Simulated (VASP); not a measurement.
Runs of VASP 6.6.1 on PbO. The structure is that of space group Pbcm (No. 57), or close to it. The cells are those of the table. 

| task | level | cell | k mesh | gap on the mesh (eV) | pressure (GPa) | largest force (eV/Å) |
| --- | --- | --- | --- | --- | --- | --- |
| electric field gradients | PBE | a = 5.876, b = 5.476, c = 4.743 Å, 8 atoms | 5 × 5 × 6 | 1.97 | 2.4 | 0.95 |
| single point | PBEsol | a = 5.953, b = 5.548, c = 4.805 Å, 8 atoms | 5 × 5 × 6 | 1.84 | -4.7 | (c) |
| single point | PBEsol | a = 5.756, b = 5.364, c = 4.646 Å, 8 atoms | 5 × 5 × 6 | 1.93 | 4.1 | 1.25 |
| single point | PBE | a = 5.915, b = 5.512, c = 4.774 Å, 8 atoms | 5 × 5 × 6 | (d) | 0.7 | (a) |
| single point | PBEsol | a = 5.876, b = 5.476, c = 4.743 Å, 8 atoms | 5 × 5 × 6 | 1.86 | -1.2 | 1.11 |
| single point | PBE | a = 5.876, b = 5.476, c = 4.743 Å, 8 atoms | 4 × 4 × 4 | 2.21 | 2.4 | 0.95 |
| single point | PBE | a = 5.876, b = 5.476, c = 4.743 Å, 8 atoms | 5 × 5 × 6 | 1.97 | 2.4 | 0.95 |
| single point | PBE | a = 5.991, b = 5.583, c = 4.836 Å, 8 atoms | 5 × 5 × 6 | 1.89 | -2.2 | (b) |
| single point | PBE | a = 5.797, b = 5.402, c = 4.679 Å, 8 atoms | 5 × 5 × 6 | 2.00 | 6.4 | 1.23 |

Alike in all rows: potentials or basis VASP PAW PBE potentials, release 64 (Pb_d, O); no spin polarisation; cutoff (eV) 520; smearing fermi-dirac 0.05 eV.

Task: Estimate the missing entries.

Result: (a) 0.93; (b) 1.09; (c) 1.15; (d) 1.94.

Caveats: spin-orbit coupling is left out, which moves the levels of the heavy elements; the PAW data sets were made with another functional, which shifts forces and pressure a little (some runs); forces of over 1 eV/Å act on the atoms, so gaps and moduli don't describe the material at rest (some runs).

A k mesh can miss the band edges, and the runs leave out spin-orbit coupling on Pb.
